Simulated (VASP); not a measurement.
A run of VASP 6.6.1 is set up as follows.

File INCAR:

```
  PREC = Accurate
  ENCUT = 500
  EDIFF = 1E-6
  ISMEAR = -1
  SIGMA = 0.1
  LREAL = F
  LASPH = T
  NELM = 120
  ALGO = Normal
  ISIF = 2
  LWAVE = F
  LCHARG = F
  GGA = PE
  NBANDS = 18
  GGA_COMPAT = F
```

The input KPOINTS:

```
regular mesh
0
Gamma
  7 7 7
```

POSCAR

```
Al3Pd
1.0
    3.9469100000      0.0000000000      0.0000000000
    0.0000000000      3.9469100000      0.0000000000
    0.0000000000      0.0000000000      3.9469100000
Al Pd
3 1
Direct
    0.0000000000      0.5000000000      0.5000000000
    0.5000000000      0.0000000000      0.5000000000
    0.5000000000      0.5000000000      0.0000000000
    0.0000000000      0.0000000000      0.0000000000
```

Potentials or basis: VASP PAW PBE potentials, release 64 (Al, Pd).

The run is started by

```sh
$ cat potpaw_PBE.64/Al/POTCAR potpaw_PBE.64/Pd/POTCAR > POTCAR
$ mpirun -np 1 vasp_std > vasp.out
```

Task: Estimate the pressure.

Result: 1.4 GPa.
